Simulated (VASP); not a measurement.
Al2O3: single point with PBE+D3(BJ)

The system is Al2O3.

```
Al O
1.0
     2.86720    0.00000    0.00000
    -1.43360    2.48307    0.00000
     0.00000    0.00000    7.95290
Al O
2 3
Direct
  0.00000 0.00000 0.19074
  0.00000 0.00000 0.80926
  0.33333 0.66667 0.28409
  0.66667 0.33333 0.00000
  0.33333 0.66667 0.71591
```

```json
{
  "Program": "VASP 6.6.1",
  "Task": "single point",
  "Functional": "PBE",
  "Dispersion": "D3(BJ)",
  "Potentials or basis": "VASP PAW PBE potentials, release 64 (Al, O)",
  "Cutoff": "520 eV",
  "k mesh": "9 × 9 × 4",
  "Occupations": "gaussian, width 0.05 eV",
  "Spin": "no spin polarisation"
}
```

```json
{
  "Pressure": "-9.0 GPa",
  "Largest force": "1.111 eV/Å",
  "Band gap on the k mesh": "4.31 eV, indirect (the least direct gap lies 0.8 meV higher)",
  "Dispersion energy per atom": "-0.178 eV"
}
```

Forces on the atoms (eV/Å):
```
Al   0.000  0.000 -0.702
Al   0.000  0.000  0.702
O    0.000  0.000 -1.111
O    0.000  0.000  0.000
O    0.000  0.000  1.111
```

Stress tensor (GPa, compression positive):
```
 -2.64   0.00   0.00
  0.00  -2.64   0.00
  0.00   0.00 -21.61
```

Levels at points of the mesh, in eV from the valence-band top:
```tsv
k point	band 8	band 9	band 10	band 11	band 12	band 13	band 14	band 15	band 16	band 17
(0.00, 0.00, 0.00)	-1.26	-1.26	-0.34	0.00	0.00	4.31	7.64	7.80	11.06	12.22
(0.00, 0.00, 0.50)	-1.27	-1.27	-0.79	0.00	0.00	4.74	6.81	8.27	11.10	12.66
```

It took 15 s on 1 thread of Intel(R) Xeon(R) 6975P-C (Granite Rapids) (shared host), peak memory 0.19 GiB.

Caveat: forces of over 1 eV/Å act on the atoms, so gaps and moduli don't describe the material at rest. A k mesh can miss the band edges.
